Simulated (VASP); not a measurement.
A run of VASP 6.6.1 is set up as follows.

Contents of INCAR:

```
PREC = Accurate
ENCUT = 520
EDIFF = 1E-6
ISMEAR = 0
SIGMA = 0.1
LREAL = False
LASPH = True
NELM = 60
ALGO = Normal
ISIF = 2
LWAVE = False
LCHARG = False
GGA = PS
NBANDS = 16
```

Contents of KPOINTS:

```
regular mesh
0
Gamma
  16 16 16
```

File POSCAR:

```
Al2Cu
1.0
   -1.9153547321      1.9153547321      2.7087206389
    1.9153547321     -1.9153547321      2.7087206389
    1.9153547321      1.9153547321     -2.7087206389
Al Cu
2 1
Direct
    0.7500000000      0.2500000000      0.5000000000
    0.2500000000      0.7500000000      0.5000000000
    0.5000000000      0.5000000000      0.0000000000
```

Potentials or basis: VASP PAW PBE potentials, release 64 (Al, Cu).

Command:

```sh
$ cat potpaw_PBE.64/Al/POTCAR potpaw_PBE.64/Cu/POTCAR > POTCAR
$ mpirun -np 1 vasp_std > vasp.out
```

Problem. What does it give for the band gap on the k mesh?

Solution. Zero (an odd number of electrons rules out a gap without spin polarisation).

Problem. Predict the pressure.

Solution. 25.2 GPa.

Caveat: the cell stands under pressure; the PAW data sets were made with another functional, which shifts forces and pressure a little.
